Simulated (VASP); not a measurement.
# PbF2 (I4/mmm) in VASP: further runs

The runs below take PbF2 through single point, relaxation of cell and atoms, with PBE.

Program: VASP 6.6.1. These are calculated values, not measurements. Logs are shortened: lines on timing, memory, paths and dates and some standing lists are left out, and cuts for length are marked.

## (1) The cell of the first run

The structure is tetragonal, space group I4/mmm (No. 139). The conventional cell has a = 3.488 Å, b = 3.488 Å, c = 7.567 Å, α = 90.00°, β = 90.00°, γ = 90.00°. Pb (site symmetry 4/mmm) has 10 F at 2.57 to 2.75 Å and 4 Pb at 3.49 Å within 3.5 Å. Within 3.2 Å of F (site symmetry 4mm) lie 5 F at 2.43 to 2.81 Å and 5 Pb at 2.57 to 2.75 Å.

The cell was generated, and may not be a known phase.

## (2) Single point, PBE

INCAR reads:

```
PREC = Accurate
ENCUT = 520
EDIFF = 1E-6
ISMEAR = 0
SIGMA = 0.02
LREAL = False
LASPH = True
NELM = 80
ALGO = Normal
ISIF = 2
LWAVE = False
LCHARG = True
GGA = PE
LELF = True
LVHAR = True
NBANDS = 21
```

KPOINTS reads:

```
regular mesh
0
Gamma
  10 10 10
```

POSCAR reads:

```
PbF2
1.0
   -1.7439706209      1.7439706209      3.7832966756
    1.7439706209     -1.7439706209      3.7832966756
    1.7439706209      1.7439706209     -3.7832966756
Pb F
1 2
Direct
    0.0000000000      0.0000000000      0.0000000000
    0.3393257399      0.3393257399      0.0000000000
    0.6606742601      0.6606742601      0.0000000000
```

Potentials or basis: VASP PAW PBE potentials, release 64 (Pb_d, F).

On the command line:

```
$ cat potpaw_PBE.64/Pb_d/POTCAR potpaw_PBE.64/F/POTCAR > POTCAR
$ mpirun -np 1 vasp_std > vasp.out
```

OUTCAR:

```text
PREC = Accurate
   ENCUT = 520
   EDIFF = 1E-6
   ISMEAR = 0
   LREAL = False
   LASPH = True
   NELM = 80
   ISIF = 2
   GGA = PE

 ion  position               nearest neighbor table
   1  0.000  0.000  0.000-   2 2.57   3 2.57   3 2.75   2 2.75   3 2.75   3 2.75   3 2.75   2 2.75
                             2 2.75   2 2.75
   2  0.339  0.339  0.000-   1 2.57   1 2.75   1 2.75   1 2.75   1 2.75
   3  0.661  0.661  0.000-   1 2.57   1 2.75   1 2.75   1 2.75   1 2.75

  LATTYP: Found a body centered tetragonal cell.
 ALAT       =     3.4879412418
 C/A-ratio  =     2.1693580329

  Lattice vectors:

 A1 = (  -1.7439706209,   1.7439706209,   3.7832966756)
 A2 = (   1.7439706209,  -1.7439706209,   3.7832966756)
 A3 = (   1.7439706209,   1.7439706209,  -3.7832966756)

Analysis of symmetry for initial positions (statically):
=====================================================================
 Subroutine PRICEL returns:
 Original cell was already a primitive cell.

 Routine SETGRP: Setting up the symmetry group for a
 body centered tetragonal supercell.

 Subroutine GETGRP returns: Found 16 space group operations
 (whereof 16 operations were pure point group operations)
 out of a pool of 16 trial point group operations.

The static configuration has the point symmetry D_4h.

Analysis of symmetry for dynamics (positions and initial velocities):
=====================================================================
 Subroutine PRICEL returns:
 Original cell was already a primitive cell.

 Routine SETGRP: Setting up the symmetry group for a
 body centered tetragonal supercell.

 Subroutine GETGRP returns: Found 16 space group operations
 (whereof 16 operations were pure point group operations)
 out of a pool of 16 trial point group operations.

The dynamic configuration has the point symmetry D_4h.

 Subroutine INISYM returns: Found 16 space group operations
 (whereof 16 operations are pure point group operations),
 and found     1 'primitive' translations

----------------------------------------------------------------------------------------

                                     Primitive cell

  volume of cell :      46.0266

  direct lattice vectors                    reciprocal lattice vectors
    -1.743970621  1.743970621  3.783296676     0.000000000  0.286702077  0.132159871
     1.743970621 -1.743970621  3.783296676     0.286702077  0.000000000  0.132159871
     1.743970621  1.743970621 -3.783296676     0.286702077  0.286702077  0.000000000

  length of vectors
     4.516215317  4.516215317  4.516215317     0.315696552  0.315696552  0.405457966

  position of ions in fractional coordinates (direct lattice)
     0.000000000  0.000000000  0.000000000
     0.339325740  0.339325740  0.000000000
     0.660674260  0.660674260  0.000000000

  ion indices of the primitive-cell ions
   primitive index   ion index
                 1           1
                 2           2
                 3           3

----------------------------------------------------------------------------------------

 KPOINTS: regular mesh

Automatic generation of k-mesh.
 Grid dimensions read from file:
 generate k-points for:   10   10   10

 Generating k-lattice:

  Cartesian coordinates                     Fractional coordinates (reciprocal lattice)
     0.000000000  0.028670208  0.013215987     0.100000000 -0.000000000  0.000000000
     0.028670208  0.000000000  0.013215987    -0.000000000  0.100000000  0.000000000
     0.028670208  0.028670208  0.000000000     0.000000000  0.000000000  0.100000000

  Length of vectors
     0.031569655  0.031569655  0.040545797

  Shift w.r.t. Gamma in fractional coordinates (k-lattice)
     0.000000000  0.000000000  0.000000000

 Subroutine IBZKPT returns following result:
 ===========================================

 Found    102 irreducible k-points:

 Following reciprocal coordinates:
            Coordinates               Weight
  0.000000  0.000000  0.000000      1.000000
  0.100000  0.000000  0.000000      8.000000
  0.200000  0.000000  0.000000      8.000000
  0.300000  0.000000  0.000000      8.000000
  0.400000  0.000000  0.000000      8.000000
  0.500000 -0.000000  0.000000      4.000000
[... 16 lines left out ...]
  0.300000  0.300000 -0.000000      8.000000
  0.400000  0.300000  0.000000     16.000000
 [... further k-points ...]
   k-points           NKPTS =    102   k-points in BZ     NKDIM =    102   number of bands    NBANDS=     21
   number of dos      NEDOS =    301   number of ions     NIONS =      3
   total plane-waves  NPLWV =  46656
   dimension x,y,z NGX =    36 NGY =   36 NGZ =   36
   dimension x,y,z NGXF=    72 NGYF=   72 NGZF=   72
   ions per type =               1   2
   NGX,Y,Z   is equivalent  to a cutoff of  13.25, 13.25, 13.25 a.u.
   NGXF,Y,Z  is equivalent  to a cutoff of  26.50, 26.50, 26.50 a.u.
 SYSTEM =  unknown system
   PREC   = accura    normal or accurate (medium, high low for compatibility)
   ISTART =      0    job   : 0-new  1-cont  2-samecut
   ICHARG =      2    charge: 1-file 2-atom 10-const
   ISPIN  =      1    spin polarized calculation?
   LNONCOLLINEAR =      F non collinear calculations
   LSORBIT =      F    spin-orbit coupling
   LASPH  =      T    aspherical Exc in radial PAW
   ENCUT  =  520.0 eV  38.22 Ry    6.18 a.u.   8.40  8.40  8.40*2*pi/ulx,y,z
   NELM   =     80;   NELMIN=  2; NELMDL= -5     # of ELM steps
   EDIFF  = 0.1E-05   stopping-criterion for ELM
   LREAL  =      F    real-space projection
[... 7 lines left out ...]
   TEBEG  =    0.0;   TEEND  =   0.0 temperature during run
   PSTRESS=    0.0 pullay stress
   NELECT =      28.0000    total number of electrons
   NUPDOWN=      -1.0000    fix difference up-down
   EMIN   =  10.00;   EMAX   =-10.00  energy-range for DOS
   EFERMI =   0.00;   METHOD = LEGACY
   ISMEAR =     0;   SIGMA  =   0.02  broadening in eV -4-tet -1-fermi 0-gaus
   EFERMI_NEDOS =   21; number of points for ismear=-14 and -15
   IALGO  =     38    algorithm
   IMIX   =      4    mixing-type and parameters
     AMIX     =   0.40;   BMIX     =  1.00
     AMIX_MAG =   1.60;   BMIX_MAG =  1.00
  volume/ion in A,a.u.               =      15.34       103.53
  Fermi-wavevector in a.u.,A,eV,Ry     =   1.387154  2.621340 26.180270  1.924196
  Thomas-Fermi vector in A             =   2.511402
   LORBIT       =      0    0 simple, 1 ext, 2 COOP (PROOUT), +10 PAW based schemes
   GGA     = PE    functional components
   LHFCALC =     F    Hartree Fock is set to
   AEXX    =    0.0000 exact exchange contribution
   IVDW    =     0    specifies the selected vdW correction
   LEPSILON=     F    determine dielectric tensor
   LRPA    =     F    only Hartree local field effects (RPA)
 non-spin polarized calculation
 Gauss-broadening in eV      SIGMA  =   0.02
  energy-cutoff  :      520.00
  volume of cell :       46.03
 maximum number of plane-waves:      1263
 NGX is ok and might be reduce to    36
   NGX = 17   NGY = 17   NGZ = 17

 number of electron      27.9999992 magnetization

 Free energy of the ion-electron system (eV)
  ---------------------------------------------------
  ext. energy  EPLUGINS =         0.00000000
  ---------------------------------------------------
  free energy    TOTEN  =       -13.60317681 eV

  energy without entropy =      -13.60317681  energy(sigma->0) =      -13.60317681

 E-fermi :   2.9507     XC(G=0): -10.3264

 val. band max:        2.7763132609   @ k =   0.5000  -0.0000   0.0000
 cond. band min:       5.9876264460   @ k =   0.5000  -0.0000   0.0000
 fundamental gap:      3.2113131851
 Fermi energy:         2.9506661518

 k-point     1 :       0.0000    0.0000    0.0000
  band No.  band energies     occupation
      1     -17.9562      2.00000
      2     -17.0052      2.00000
      3     -12.2577      2.00000
      4     -12.0058      2.00000
      5     -11.9256      2.00000
      6     -11.8895      2.00000
[... 13 lines left out ...]
     20      16.2902      0.00000
     21      20.4917      0.00000

 k-point     2 :       0.1000    0.0000    0.0000
  band No.  band energies     occupation
      1     -17.9298      2.00000
      2     -17.0235      2.00000
      3     -12.2420      2.00000
      4     -11.9910      2.00000
      5     -11.9344      2.00000
      6     -11.8895      2.00000
[... 13 lines left out ...]
     20      16.7402      0.00000
     21      20.6107      0.00000

 k-point     3 :       0.2000    0.0000    0.0000
  band No.  band energies     occupation
      1     -17.8558      2.00000
      2     -17.0746      2.00000
      3     -12.2050      2.00000
      4     -11.9573      2.00000
      5     -11.9509      2.00000
      6     -11.8866      2.00000
[... 13 lines left out ...]
     20      17.4759      0.00000
     21      21.0090      0.00000

 k-point     4 :       0.3000    0.0000    0.0000
  band No.  band energies     occupation
      1     -17.7514      2.00000
      2     -17.1496      2.00000
      3     -12.1679      2.00000
      4     -11.9855      2.00000
      5     -11.9141      2.00000
      6     -11.8709      2.00000
[... 13 lines left out ...]
     20      17.9105      0.00000
     21      20.9037      0.00000

 k-point     5 :       0.4000    0.0000    0.0000
  band No.  band energies     occupation
      1     -17.6463      2.00000
      2     -17.2297      2.00000
      3     -12.1441      2.00000
      4     -12.0082      2.00000
      5     -11.9060      2.00000
      6     -11.8638      2.00000
[... 13 lines left out ...]
     20      18.5735      0.00000
     21      20.7048      0.00000
[... 382 lines left out ...]
     20      19.2429      0.00000
     21      19.8280      0.00000

 k-point    22 :      -0.2000    0.2000    0.0000
  band No.  band energies     occupation
      1     -17.8186      2.00000
      2     -17.0785      2.00000
      3     -12.1357      2.00000
      4     -11.9822      2.00000
      5     -11.9259      2.00000
      6     -11.9211      2.00000
[... 13 lines left out ...]
     20      19.1286      0.00000
     21      19.4398      0.00000

 k-point    23 :       0.3000    0.3000   -0.0000
  band No.  band energies     occupation
      1     -17.5953      2.00000
      2     -17.2519      2.00000
      3     -12.0217      2.00000
      4     -11.9957      2.00000
      5     -11.9238      2.00000
      6     -11.9036      2.00000
[... 13 lines left out ...]
     20      19.2651      0.00000
     21      21.6526      0.00000

 k-point    24 :       0.4000    0.3000    0.0000
  band No.  band energies     occupation
      1     -17.5741      2.00000
      2     -17.2509      2.00000
      3     -12.0032      2.00000
      4     -11.9770      2.00000
      5     -11.9284      2.00000
      6     -11.9196      2.00000
[... 13 lines left out ...]
     20      18.7577      0.00000
     21      21.1046      0.00000

 [... further k-points ...]
[... 5 lines left out ...]
  --------------------------------------------------------------------------------------
  -------------------------------------------------------------------------------------
  Total       -0.0822109     -0.0822109     -0.0655417      0.0000000     -0.0000000      0.0000000
  in kB       -2.8617456     -2.8617456     -2.2814954      0.0000000     -0.0000000      0.0000000
  external PRESSURE =      -2.6683289 kB  Pullay stress =       0.0000000 kB

 VOLUME and BASIS-vectors are now :
 -----------------------------------------------------------------------------
  energy-cutoff  :      520.00
  volume of cell :       46.03
      direct lattice vectors                 reciprocal lattice vectors
    -1.743970621  1.743970621  3.783296676     0.000000000  0.286702077  0.132159871
     1.743970621 -1.743970621  3.783296676     0.286702077  0.000000000  0.132159871
     1.743970621  1.743970621 -3.783296676     0.286702077  0.286702077  0.000000000

 POSITION                                       TOTAL-FORCE (eV/Angst)
 -----------------------------------------------------------------------------------
      0.00000      0.00000      0.00000        -0.000000     -0.000000      0.000000
      0.00000      0.00000      2.56754        -0.000000     -0.000000     -0.001059
      0.00000      0.00000      4.99905         0.000000      0.000000      0.001059
 -----------------------------------------------------------------------------------
    total drift:                                0.000000      0.000000     -0.000000

  FREE ENERGIE OF THE ION-ELECTRON SYSTEM (eV)
  ---------------------------------------------------
  free  energy   TOTEN  =       -13.6031768069 eV

  energy  without entropy=      -13.6031768069  energy(sigma->0) =      -13.60317681
```

Wall time 52 s (1 thread of Intel Xeon 6975P-C (Granite Rapids), shared host); peak memory 0.25 GiB.

Results:

| Item | Value |
| --- | --- |
| Free energy | -13.6032 eV |
| Pressure | -0.3 GPa |
| Band gap on the k mesh | 3.21 eV |

Levels at points of the mesh, in eV from the valence-band top:
```csv
k point,band 10,band 11,band 12,band 13,band 14,band 15,band 16,band 17,band 18,band 19
"(0.00, 0.00, 0.00)",-1.74,-1.74,-1.46,-1.46,-1.42,6.91,8.61,8.61,12.37,12.93
"(0.50, 0.00, 0.00)",-1.91,-1.59,-1.36,-0.71,0.00,3.21,7.68,8.72,12.02,15.21
"(0.50, 0.50, 0.00)",-2.41,-2.29,-1.49,-1.29,-0.96,4.50,4.99,7.63,13.43,14.71
"(0.50, 0.50, 0.50)",-2.47,-1.51,-0.87,-0.87,-0.25,4.64,9.21,9.21,10.63,15.77
```

Caveat: spin-orbit coupling is left out, which moves the levels of the heavy elements. A k mesh can miss the band edges.

## (3) Relaxation of cell and atoms, PBE

This run uses another cell than the first one, of 19.98 Å³/atom.

INCAR reads:

```
PREC = Accurate
ENCUT = 600
EDIFF = 1E-7
ISMEAR = 0
SIGMA = 0.1
LREAL = F
LASPH = T
NELM = 100
ALGO = Normal
ISIF = 3
LWAVE = F
LCHARG = F
GGA = PE
IBRION = 2
NSW = 90
EDIFFG = -0.04
```

KPOINTS reads:

```
Automatic mesh
0
Gamma
  8 8 8
```

POSCAR reads:

```
PbF2
1.0
   -1.6636443700      1.6636443700      5.4130358600
    1.6636443700     -1.6636443700      5.4130358600
    1.6636443700      1.6636443700     -5.4130358600
Pb F
1 2
Direct
    0.0000000000      0.0000000000      0.0000000000
    0.3400000000      0.3400000000      0.0000000000
    0.6600000000      0.6600000000      0.0000000000
```

Potentials or basis: VASP PAW PBE potentials, release 64 (Pb_d, F).

On the command line:

```
$ cat potpaw_PBE.64/Pb_d/POTCAR potpaw_PBE.64/F/POTCAR > POTCAR
$ mpirun -np 1 vasp_std > vasp.out
```

It took 15 min on 1 thread of Intel Xeon 6975P-C (Granite Rapids), shared host; peak memory 0.43 GiB.

It converged, with:

| Quantity | Value |
| --- | --- |
| Free energy | -13.6232 eV |
| Relaxed volume | 15.33 Å³/atom |
| Relaxed cell | a = 4.517 Å, b = 4.517 Å, c = 4.517 Å, α = 134.61°, β = 134.61°, γ = 66.14° |
| Space group after relaxing (to 0.1 Å) | I4/mmm (No. 139) |
| Energy gained by relaxing | 565.0 meV/atom |
| Ionic steps | 17 |
| Pressure after relaxing | -0.1 GPa |
| Largest force after relaxing | 0.032 eV/Å |
| Band gap on the k mesh | 3.21 eV |

Forces on the atoms (eV/Å):
```
Pb   0.000  0.000  0.000
F    0.000  0.000 -0.032
F    0.000  0.000  0.032
```

Stress tensor (GPa, compression positive):
```
-0.23  0.00  0.00
 0.00 -0.23  0.00
 0.00  0.00  0.11
```

Step by step:
```csv
step,energy change (eV),largest force (eV/Å),pressure (GPa),volume (Å³)
1,0.0000,2.2735,-9.83,59.93
2,-1.2643,1.0133,-2.83,49.67
3,-1.4409,0.0865,3.81,45.70
4,-1.4424,0.0049,4.49,45.39
5,-1.5525,0.2588,0.13,47.47
6,-1.5603,0.3931,-1.15,48.25
7,-1.5878,0.4036,-1.12,47.71
8,-1.6642,0.4079,0.04,46.02
9,-1.3621,0.6423,13.23,42.34
10,-1.6621,0.5449,0.86,45.65
11,-1.6471,0.3270,4.45,44.11
12,-1.6691,0.5175,1.85,45.10
13,-1.6876,0.2518,1.21,45.34
14,-1.6927,0.0146,0.80,45.57
15,-1.6927,0.0283,0.82,45.55
16,-1.6947,0.0317,0.23,45.82
17,-1.6950,0.0322,-0.12,45.98
```

Final structure:
```
Pb F
1.0
    -1.74271    1.74271    3.78514
     1.74271   -1.74271    3.78514
     1.74271    1.74271   -3.78514
Pb F
1 2
Cartesian
  0.0000 0.0000 0.0000
  0.0000 0.0000 2.5724
  0.0000 0.0000 4.9979
```

Levels at points of the mesh, in eV from the valence-band top:
```tsv
k point	band 10	band 11	band 12	band 13	band 14	band 15	band 16	band 17	band 18
(0.00, 0.00, 0.00)	-1.74	-1.74	-1.48	-1.48	-1.40	6.88	8.63	8.63	12.38
(0.50, 0.00, 0.00)	-1.92	-1.60	-1.37	-0.70	0.00	3.21	7.67	8.74	12.01
(0.50, 0.50, 0.00)	-2.41	-2.32	-1.51	-1.28	-0.97	4.51	5.00	7.61	13.42
(0.50, 0.50, 0.50)	-2.47	-1.51	-0.88	-0.88	-0.27	4.62	9.23	9.23	10.64
```

Caveat: the volume moved by over 15 % at a fixed basis, so the end points are rough; spin-orbit coupling is left out, which moves the levels of the heavy elements. A k mesh can miss the band edges.

## (4) Relaxation of cell and atoms, PBE

INCAR reads:

```
PREC = Accurate
ENCUT = 600
EDIFF = 1E-6
ISMEAR = 0
SIGMA = 0.02
LREAL = False
LASPH = True
NELM = 100
ALGO = Normal
ISIF = 3
LWAVE = False
LCHARG = False
GGA = PE
IBRION = 2
NSW = 100
EDIFFG = -0.01
```

KPOINTS reads:

```
regular mesh
0
Gamma
  10 10 10
```

POSCAR reads:

```
PbF2
1.0
   -1.7441314126      1.7441314126      3.7820291914
    1.7441314126     -1.7441314126      3.7820291914
    1.7441314126      1.7441314126     -3.7820291914
Pb F
1 2
Direct
    0.0000000000      0.0000000000      0.0000000000
    0.3397941051      0.3397941051      0.0000000000
    0.6602058949      0.6602058949      0.0000000000
```

On the command line:

```
$ cat potpaw_PBE.64/Pb_d/POTCAR potpaw_PBE.64/F/POTCAR > POTCAR
$ mpirun -np 1 vasp_std > vasp.out
```

Run time: 2.1 min. Hardware: 1 thread of Intel Xeon 6975P-C (Granite Rapids), shared host; peak memory 0.26 GiB.

The run converged. Its results:

```yaml
Free_energy: -13.6065 eV
Relaxed_volume: 15.28 Å³/atom
Relaxed_cell: a = 4.513 Å, b = 4.513 Å, c = 4.513 Å, α = 134.63°, β = 134.63°, γ = 66.11°
Space_group_after_relaxing_to_0.1_Å: I4/mmm (No. 139)
Energy_gained_by_relaxing: 0.1 meV/atom
Ionic_steps: 5
Pressure_after_relaxing: 0.0 GPa
Band_gap_on_the_k_mesh: 3.22 eV
```

Step by step:
| step | energy change (eV) | largest force (eV/Å) | pressure (GPa) | volume (Å³) |
| --- | --- | --- | --- | --- |
| 1 | 0.0000 | 0.0387 | -0.24 | 46.02 |
| 2 | -0.0003 | 0.0178 | -0.01 | 45.86 |
| 3 | -0.0003 | 0.0091 | 0.08 | 45.80 |
| 4 | -0.0003 | 0.0105 | 0.07 | 45.81 |
| 5 | -0.0003 | 0.0004 | -0.01 | 45.84 |

Final structure:
```yaml
crystal:
  lattice:
    - [-1.74056, 1.74056, 3.78282]
    - [1.74056, -1.74056, 3.78282]
    - [1.74056, 1.74056, -3.78282]
  atoms:
    - { symbol: Pb, position: [0.00000, 0.00000, 0.00000] }
    - { symbol: F, position: [0.33936, 0.33936, 0.00000] }
    - { symbol: F, position: [0.66064, 0.66064, 0.00000] }
```

Levels at points of the mesh, in eV from the valence-band top:
```tsv
k point	band 12	band 13	band 14	band 15	band 16	band 17
(0.00, 0.00, 0.00)	-1.47	-1.47	-1.43	6.91	8.65	8.65
(0.50, 0.00, 0.00)	-1.37	-0.71	0.00	3.22	7.70	8.77
(0.50, 0.50, 0.00)	-1.50	-1.30	-0.97	4.51	4.99	7.64
(0.50, 0.50, 0.50)	-0.88	-0.88	-0.25	4.64	9.25	9.25
```

Caveat: spin-orbit coupling is left out, which moves the levels of the heavy elements.

## (5) The runs side by side

| task | cell | k mesh | cutoff (eV) | smearing | gap on the mesh (eV) | pressure (GPa) | relaxed volume (Å³/atom) |
| --- | --- | --- | --- | --- | --- | --- | --- |
| single point | a = 4.516 Å, angles 134.6, 134.6, 66.2°, 3 atoms, atomic positions A | 10 × 10 × 10 | 520 | gaussian 0.02 eV | 3.21 | -0.3 | - |
| relaxation of cell and atoms | relaxed from a = 5.902 Å, angles 147.3, 147.3, 47.0°, 3 atoms, atomic positions B | 8 × 8 × 8 | 600 | gaussian 0.1 eV | 3.21 | -0.1 | 15.33 |
| relaxation of cell and atoms | relaxed from a = 4.515 Å, angles 134.6, 134.6, 66.2°, 3 atoms, atomic positions C | 10 × 10 × 10 | 600 | gaussian 0.02 eV | 3.22 | 0.0 | 15.28 |

Alike in all rows: level PBE; potentials or basis VASP PAW PBE potentials, release 64 (Pb_d, F); no spin polarisation.

Caveats: spin-orbit coupling is left out, which moves the levels of the heavy elements; the volume moved by over 15 % at a fixed basis, so the end points are rough (at least some runs).

Total energies depend on the potentials used, so only differences within one code and one set of settings carry meaning.
